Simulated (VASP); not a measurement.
# Al in VASP: a series of runs, part 2 of 2

VASP 6.6.1.

### Step 3. Single point, PBE+D3(BJ) (strain -0.030 along x and y, -0.030 along z)

File INCAR:

```
ALGO = Normal ; EDIFF = 1E-6
ENCUT = 520 ; GGA = PE
ISIF = 2 ; ISMEAR = 0
IVDW = 12 ; LASPH = T
LCHARG = F ; LREAL = F
LWAVE = F ; NBANDS = 8
NELM = 100 ; PREC = Accurate
SIGMA = 0.15
```

File KPOINTS:

```
k-points
0
Gamma
  20 20 20
```

File POSCAR:

```
Al
1.0
    0.0000000000      1.9632606000      1.9632606000
    1.9632606000      0.0000000000      1.9632606000
    1.9632606000      1.9632606000      0.0000000000
Al
1
Direct
    0.0000000000      0.0000000000      0.0000000000
```

Potentials or basis: VASP PAW PBE potentials, release 64 (Al).

Launch:

```bash
$ cat potpaw_PBE.64/Al/POTCAR > POTCAR
$ mpirun -np 1 vasp_std > vasp.out
```

OUTCAR:

```text
EDIFF = 1E-6
   ENCUT = 520
   GGA = PE
   ISIF = 2
   ISMEAR = 0
   IVDW = 12
   LASPH = T
   LREAL = F
   NELM = 100
   PREC = Accurate
 IVDW          = 12

 ion  position               nearest neighbor table
   1  0.000  0.000  0.000-

  LATTYP: Found a face centered cubic cell.
 ALAT       =     3.9265212000

  Lattice vectors:

 A1 = (   0.0000000000,   1.9632606000,   1.9632606000)
 A2 = (   1.9632606000,   0.0000000000,   1.9632606000)
 A3 = (   1.9632606000,   1.9632606000,   0.0000000000)

Analysis of symmetry for initial positions (statically):
=====================================================================
 Subroutine PRICEL returns:
 Original cell was already a primitive cell.

 Routine SETGRP: Setting up the symmetry group for a
 face centered cubic supercell.

 Subroutine GETGRP returns: Found 48 space group operations
 (whereof 48 operations were pure point group operations)
 out of a pool of 48 trial point group operations.

The static configuration has the point symmetry O_h .

Analysis of symmetry for dynamics (positions and initial velocities):
=====================================================================
 Subroutine PRICEL returns:
 Original cell was already a primitive cell.

 Routine SETGRP: Setting up the symmetry group for a
 face centered cubic supercell.

 Subroutine GETGRP returns: Found 48 space group operations
 (whereof 48 operations were pure point group operations)
 out of a pool of 48 trial point group operations.

The dynamic configuration has the point symmetry O_h .

 Subroutine INISYM returns: Found 48 space group operations
 (whereof 48 operations are pure point group operations),
 and found     1 'primitive' translations

----------------------------------------------------------------------------------------

                                     Primitive cell

  volume of cell :      15.1344

  direct lattice vectors                    reciprocal lattice vectors
     0.000000000  1.963260600  1.963260600    -0.254678365  0.254678365  0.254678365
     1.963260600  0.000000000  1.963260600     0.254678365 -0.254678365  0.254678365
[... 108 lines left out ...]
   GGA     = PE    functional components
   LHFCALC =     F    Hartree Fock is set to
   AEXX    =    0.0000 exact exchange contribution
   IVDW    =    12    specifies the selected vdW correction
   LEPSILON=     F    determine dielectric tensor
   LRPA    =     F    only Hartree local field effects (RPA)
 non-spin polarized calculation
 Gauss-broadening in eV      SIGMA  =   0.15
  energy-cutoff  :      520.00
  volume of cell :       15.13
 maximum number of plane-waves:       420
 NGX is ok and might be reduce to    24
   NGX = 11   NGY = 11   NGZ = 11

 number of electron       3.0000000 magnetization

 Free energy of the ion-electron system (eV)
  ---------------------------------------------------
  ext. energy  EPLUGINS =         0.00000000
  ---------------------------------------------------
  free energy    TOTEN  =        -3.71660660 eV

  energy without entropy =       -3.71229339  energy(sigma->0) =       -3.71445000

 E-fermi :   8.9748     XC(G=0): -10.5135

 val. band max:        8.9562048810   @ k =  -0.4000   0.4000   0.1000
 cond. band min:       8.9812259966   @ k =  -0.3000   0.2500   0.0000
 fundamental gap:      0.0250211156
 Fermi energy:         8.9748430019

 k-point     1 :       0.0000    0.0000    0.0000
  band No.  band energies     occupation
      1      -2.8138      2.00000
      2      22.0408      0.00000
      3      22.0408      0.00000
      4      22.0408      0.00000
      5      24.2122      0.00000
      6      24.2122      0.00000
      7      24.2122      0.00000
      8      26.0374      0.00000
[... 243 lines left out ...]
 k-point    24 :      -0.3500    0.0500    0.0000
  band No.  band energies     occupation
      1       1.0628      2.00000
      2       8.3620      2.00000
      3      18.7995      0.00000
      4      21.3433      0.00000
      5      21.7076      0.00000
      6      22.9921      0.00000
      7      24.7183      0.00000
      8      27.4563      0.00000

 [... further k-points ...]

------------------------ aborting loop because EDIFF is reached ----------------------------------------

 Edisp (eV)   -0.36798

 E8    (eV) :    -0.1648

  FORCE on cell =-STRESS in cart. coord.  units (eV):
  Direction    XX          YY          ZZ          XY          YZ          ZX
  --------------------------------------------------------------------------------------
  -------------------------------------------------------------------------------------
  Total       0.37314     0.37314     0.37314     0.00000     0.00000     0.00000
  in kB      39.50238    39.50238    39.50238     0.00000     0.00000     0.00000
  external pressure =       39.50 kB  Pullay stress =        0.00 kB

 VOLUME and BASIS-vectors are now :
 -----------------------------------------------------------------------------
  energy-cutoff  :      520.00
  volume of cell :       15.13
      direct lattice vectors                 reciprocal lattice vectors
     0.000000000  1.963260600  1.963260600    -0.254678365  0.254678365  0.254678365
     1.963260600  0.000000000  1.963260600     0.254678365 -0.254678365  0.254678365
     1.963260600  1.963260600  0.000000000     0.254678365  0.254678365 -0.254678365

 POSITION                                       TOTAL-FORCE (eV/Angst)
 -----------------------------------------------------------------------------------
      0.00000      0.00000      0.00000         0.000000     -0.000000     -0.000000
 -----------------------------------------------------------------------------------
    total drift:                               -0.000000     -0.000000      0.000000

  FREE ENERGIE OF THE ION-ELECTRON SYSTEM (eV)
  ---------------------------------------------------
  free  energy   TOTEN  =        -4.0845820238 eV

  energy  without entropy=       -4.0802688125  energy(sigma->0) =       -4.08242542
```

OSZICAR:

```text
N       E                     dE             d eps       ncg     rms          rms(c)
DAV:   1    -0.219450948922E+01   -0.21945E+01   -0.88671E+02  4104   0.206E+02
DAV:   2    -0.373295225799E+01   -0.15384E+01   -0.14693E+01  5800   0.195E+01
DAV:   3    -0.374108203757E+01   -0.81298E-02   -0.81279E-02  5200   0.157E+00
DAV:   4    -0.374110132543E+01   -0.19288E-04   -0.19288E-04  6504   0.673E-02
DAV:   5    -0.374110137758E+01   -0.52152E-07   -0.51257E-07  5240   0.182E-03    0.146E+00
DAV:   6    -0.372691491793E+01    0.14186E-01   -0.12670E-03  5616   0.171E-01    0.849E-01
DAV:   7    -0.371661232451E+01    0.10303E-01   -0.38920E-03  5360   0.279E-01    0.165E-01
DAV:   8    -0.371660851436E+01    0.38102E-05   -0.12318E-05  5968   0.249E-02    0.238E-02
DAV:   9    -0.371660677272E+01    0.17416E-05   -0.67805E-07  5888   0.393E-03    0.576E-04
DAV:  10    -0.371660660080E+01    0.17193E-06   -0.25382E-09  3656   0.386E-04
   1 F= -.40845820E+01 E0= -.40824254E+01  d E =-.431321E-02
```

Wall time 9.4 s (1 thread of Intel Xeon 6975P-C, shared host); peak memory 0.16 GiB.

What came out:

- Free energy: -4.0846 eV
- Pressure: 4.0 GPa
- Dispersion energy per atom: -0.368 eV

Levels at points of the mesh, in eV from the Fermi level:
| k point | band 1 | band 2 | band 3 | band 4 |
| --- | --- | --- | --- | --- |
| (0.00, 0.00, 0.00) | -11.79 | 13.07 | 13.07 | 13.07 |
| (0.50, 0.00, 0.00) | -4.99 | -4.54 | 11.82 | 11.82 |
| (0.50, 0.50, 0.00) | -3.18 | -1.67 | 5.23 | 5.97 |

Caveat: the cell differs from its parent crystal (strain -0.030 along x and y, -0.030 along z); pairwise dispersion overbinds metals, which lowers pressure and volume.

### Step 4. Single point, PBE+D3(BJ) (strain -0.015 along x and y, -0.015 along z)

File INCAR:

```
SYSTEM = Al
PREC     = Accurate       ! precision mode
ENCUT    = 520            ! plane-wave cutoff, eV
EDIFF    = 1E-7           ! SCF threshold, eV
ISMEAR   = 0              ! smearing method
SIGMA    = 0.15           ! smearing width, eV
LREAL    = .False.        ! projectors in reciprocal space
LASPH    = .True.         ! aspherical terms in the spheres
NELM     = 80             ! most SCF steps
ALGO     = Normal         ! electronic algorithm
ISIF     = 2              ! what is computed and relaxed
LWAVE    = .False.        ! write WAVECAR
LCHARG   = .False.        ! write CHGCAR
GGA      = PE             ! functional
IVDW     = 12             ! dispersion correction
NBANDS   = 8              ! bands
```

File KPOINTS:

```
Automatic mesh
0
Gamma
  20 20 20
  0 0 0
```

File POSCAR:

```
Al
1.0
    0.0000000000      1.9936203000      1.9936203000
    1.9936203000      0.0000000000      1.9936203000
    1.9936203000      1.9936203000      0.0000000000
Al
1
Direct
    0.0000000000      0.0000000000      0.0000000000
```

Potentials or basis: VASP PAW PBE potentials, release 64 (Al).

Launch:

```bash
$ cat potpaw_PBE.64/Al/POTCAR > POTCAR
$ mpirun -np 1 vasp_std > vasp.out
```

OUTCAR:

```text
SYSTEM = Al
   PREC = Accurate
   ENCUT = 520
   EDIFF = 1E-7
   ISMEAR = 0
   LREAL = .False.
   LASPH = .True.
   NELM = 80
   ISIF = 2
   GGA = PE
   IVDW = 12
 IVDW          = 12

 ion  position               nearest neighbor table
   1  0.000  0.000  0.000-

  LATTYP: Found a face centered cubic cell.
 ALAT       =     3.9872406000

  Lattice vectors:

 A1 = (   0.0000000000,   1.9936203000,   1.9936203000)
 A2 = (   1.9936203000,   0.0000000000,   1.9936203000)
 A3 = (   1.9936203000,   1.9936203000,   0.0000000000)

Analysis of symmetry for initial positions (statically):
=====================================================================
 Subroutine PRICEL returns:
 Original cell was already a primitive cell.

 Routine SETGRP: Setting up the symmetry group for a
 face centered cubic supercell.

 Subroutine GETGRP returns: Found 48 space group operations
 (whereof 48 operations were pure point group operations)
 out of a pool of 48 trial point group operations.

The static configuration has the point symmetry O_h .

Analysis of symmetry for dynamics (positions and initial velocities):
=====================================================================
 Subroutine PRICEL returns:
 Original cell was already a primitive cell.

 Routine SETGRP: Setting up the symmetry group for a
 face centered cubic supercell.

 Subroutine GETGRP returns: Found 48 space group operations
 (whereof 48 operations were pure point group operations)
 out of a pool of 48 trial point group operations.

The dynamic configuration has the point symmetry O_h .

 Subroutine INISYM returns: Found 48 space group operations
 (whereof 48 operations are pure point group operations),
 and found     1 'primitive' translations

----------------------------------------------------------------------------------------

                                     Primitive cell

  volume of cell :      15.8474

  direct lattice vectors                    reciprocal lattice vectors
     0.000000000  1.993620300  1.993620300    -0.250800014  0.250800014  0.250800014
     1.993620300  0.000000000  1.993620300     0.250800014 -0.250800014  0.250800014
     1.993620300  1.993620300  0.000000000     0.250800014  0.250800014 -0.250800014

  length of vectors
     2.819404866  2.819404866  2.819404866     0.434398368  0.434398368  0.434398368

  position of ions in fractional coordinates (direct lattice)
     0.000000000  0.000000000  0.000000000

  ion indices of the primitive-cell ions
   primitive index   ion index
                 1           1

----------------------------------------------------------------------------------------

 KPOINTS: Automatic mesh

Automatic generation of k-mesh.
 Grid dimensions read from file:
 generate k-points for:   20   20   20

 Generating k-lattice:

  Cartesian coordinates                     Fractional coordinates (reciprocal lattice)
    -0.012540001  0.012540001  0.012540001     0.050000000  0.000000000  0.000000000
     0.012540001 -0.012540001  0.012540001     0.000000000  0.050000000  0.000000000
     0.012540001  0.012540001 -0.012540001     0.000000000  0.000000000  0.050000000

  Length of vectors
     0.021719918  0.021719918  0.021719918

  Shift w.r.t. Gamma in fractional coordinates (k-lattice)
     0.000000000  0.000000000  0.000000000

 Subroutine IBZKPT returns following result:
 ===========================================

 Found    256 irreducible k-points:

 Following reciprocal coordinates:
            Coordinates               Weight
  0.000000  0.000000  0.000000      1.000000
  0.050000  0.000000  0.000000      8.000000
  0.100000  0.000000  0.000000      8.000000
  0.150000  0.000000  0.000000      8.000000
  0.200000  0.000000  0.000000      8.000000
  0.250000  0.000000  0.000000      8.000000
[... 16 lines left out ...]
 -0.400000  0.050000  0.000000     24.000000
 -0.350000  0.050000  0.000000     24.000000
 [... further k-points ...]
   k-points           NKPTS =    256   k-points in BZ     NKDIM =    256   number of bands    NBANDS=      8
   number of dos      NEDOS =    301   number of ions     NIONS =      1
   total plane-waves  NPLWV =  13824
   dimension x,y,z NGX =    24 NGY =   24 NGZ =   24
   dimension x,y,z NGXF=    48 NGYF=   48 NGZF=   48
   ions per type =               1
   NGX,Y,Z   is equivalent  to a cutoff of  14.15, 14.15, 14.15 a.u.
   NGXF,Y,Z  is equivalent  to a cutoff of  28.30, 28.30, 28.30 a.u.
 SYSTEM =  Al
   PREC   = accura    normal or accurate (medium, high low for compatibility)
   ISTART =      0    job   : 0-new  1-cont  2-samecut
   ICHARG =      2    charge: 1-file 2-atom 10-const
   ISPIN  =      1    spin polarized calculation?
   LNONCOLLINEAR =      F non collinear calculations
   LSORBIT =      F    spin-orbit coupling
   LASPH  =      T    aspherical Exc in radial PAW
   ENCUT  =  520.0 eV  38.22 Ry    6.18 a.u.   5.24  5.24  5.24*2*pi/ulx,y,z
   NELM   =     80;   NELMIN=  2; NELMDL= -5     # of ELM steps
   EDIFF  = 0.1E-06   stopping-criterion for ELM
   LREAL  =      F    real-space projection
   EDIFFG = 0.1E-05   stopping-criterion for IOM
   NSW    =      0    number of steps for IOM
   IBRION =     -1    ionic relax: 0-MD 1-quasi-New 2-CG
   NFREE  =      0    steps in history (QN), initial steepest desc. (CG)
   ISIF   =      2    stress and relaxation
   ISYM   =      2    0-nonsym 1-usesym 2-fastsym
   POTIM  = 0.5000    time-step for ionic-motion
   TEBEG  =    0.0;   TEEND  =   0.0 temperature during run
   PSTRESS=    0.0 pullay stress
   NELECT =       3.0000    total number of electrons
   NUPDOWN=      -1.0000    fix difference up-down
   EMIN   =  10.00;   EMAX   =-10.00  energy-range for DOS
   EFERMI =   0.00;   METHOD = LEGACY
   ISMEAR =     0;   SIGMA  =   0.15  broadening in eV -4-tet -1-fermi 0-gaus
   EFERMI_NEDOS =   21; number of points for ismear=-14 and -15
   IALGO  =     38    algorithm
   IMIX   =      4    mixing-type and parameters
     AMIX     =   0.40;   BMIX     =  1.00
     AMIX_MAG =   1.60;   BMIX_MAG =  1.00
  volume/ion in A,a.u.               =      15.85       106.94
  Fermi-wavevector in a.u.,A,eV,Ry     =   0.940003  1.776349 12.022197  0.883607
  Thomas-Fermi vector in A             =   2.067372
   LORBIT       =      0    0 simple, 1 ext, 2 COOP (PROOUT), +10 PAW based schemes
   GGA     = PE    functional components
   LHFCALC =     F    Hartree Fock is set to
   AEXX    =    0.0000 exact exchange contribution
   IVDW    =    12    specifies the selected vdW correction
   LEPSILON=     F    determine dielectric tensor
   LRPA    =     F    only Hartree local field effects (RPA)
 non-spin polarized calculation
 Gauss-broadening in eV      SIGMA  =   0.15
  energy-cutoff  :      520.00
  volume of cell :       15.85
 maximum number of plane-waves:       444
 NGX is ok and might be reduce to    24
   NGX = 11   NGY = 11   NGZ = 11

 number of electron       3.0000000 magnetization

 Free energy of the ion-electron system (eV)
  ---------------------------------------------------
  ext. energy  EPLUGINS =         0.00000000
  ---------------------------------------------------
  free energy    TOTEN  =        -3.74137229 eV

  energy without entropy =       -3.73663743  energy(sigma->0) =       -3.73900486

 E-fermi :   8.4743     XC(G=0): -10.3438

 val. band max:        8.4672956673   @ k =  -0.3000   0.5000   0.2000
 cond. band min:       8.4818699312   @ k =  -0.4000   0.3500   0.0000
 fundamental gap:      0.0145742639
 Fermi energy:         8.4743470079

 k-point     1 :       0.0000    0.0000    0.0000
  band No.  band energies     occupation
      1      -2.9890      2.00000
      2      21.2728      0.00000
      3      21.2728      0.00000
      4      21.2728      0.00000
      5      23.0755      0.00000
      6      23.0755      0.00000
      7      23.0755      0.00000
      8      25.1884      0.00000
[... 243 lines left out ...]
 k-point    24 :      -0.3500    0.0500    0.0000
  band No.  band energies     occupation
      1       0.7760      2.00000
      2       7.8706      2.00000
      3      18.0035      0.00000
      4      20.6030      0.00000
      5      20.6847      0.00000
      6      22.0596      0.00000
      7      23.7590      0.00000
      8      26.3987      0.00000

 [... further k-points ...]

------------------------ aborting loop because EDIFF is reached ----------------------------------------

 Edisp (eV)   -0.35075

 E8    (eV) :    -0.1569

  FORCE on cell =-STRESS in cart. coord.  units (eV):
  Direction    XX          YY          ZZ          XY          YZ          ZX
  --------------------------------------------------------------------------------------
  -------------------------------------------------------------------------------------
  Total      -0.03816    -0.03816    -0.03816    -0.00000     0.00000     0.00000
  in kB      -3.85819    -3.85819    -3.85819    -0.00000     0.00000     0.00000
  external pressure =       -3.86 kB  Pullay stress =        0.00 kB

 VOLUME and BASIS-vectors are now :
 -----------------------------------------------------------------------------
  energy-cutoff  :      520.00
  volume of cell :       15.85
      direct lattice vectors                 reciprocal lattice vectors
     0.000000000  1.993620300  1.993620300    -0.250800014  0.250800014  0.250800014
     1.993620300  0.000000000  1.993620300     0.250800014 -0.250800014  0.250800014
     1.993620300  1.993620300  0.000000000     0.250800014  0.250800014 -0.250800014

 POSITION                                       TOTAL-FORCE (eV/Angst)
 -----------------------------------------------------------------------------------
      0.00000      0.00000      0.00000         0.000000      0.000000     -0.000000
 -----------------------------------------------------------------------------------
    total drift:                               -0.000000      0.000000      0.000000

  FREE ENERGIE OF THE ION-ELECTRON SYSTEM (eV)
  ---------------------------------------------------
  free  energy   TOTEN  =        -4.0921176176 eV

  energy  without entropy=       -4.0873827522  energy(sigma->0) =       -4.08975018
```

Run time: 9.6 s. Hardware: 1 thread of Intel Xeon 6975P-C, shared host; peak memory 0.16 GiB.

Results:

```
Free energy                : -4.0921 eV
Pressure                   : -0.4 GPa
Dispersion energy per atom : -0.351 eV
```

Caveat: the cell differs from its parent crystal (strain -0.015 along x and y, -0.015 along z); pairwise dispersion overbinds metals, which lowers pressure and volume.

### Step 5. Overview

| cell | gap on the mesh (eV) | pressure (GPa) |
| --- | --- | --- |
| a = 2.927, b = 2.927, c = 2.948 Å, angles 59.8, 59.8, 60.5°, 1 atom | none | -8.0 |
| a = 2.776 Å, angles 60.0°, 1 atom | none | 4.0 |
| a = 2.819 Å, angles 60.0°, 1 atom | none | -0.4 |

Alike in all rows: task single point; level PBE+D3(BJ); potentials or basis VASP PAW PBE potentials, release 64 (Al); no spin polarisation; k mesh 20 × 20 × 20; cutoff (eV) 520; smearing gaussian 0.15 eV.

Caveats: pairwise dispersion overbinds metals, which lowers pressure and volume.

Absolute energies hang on the potentials; compare differences alone.
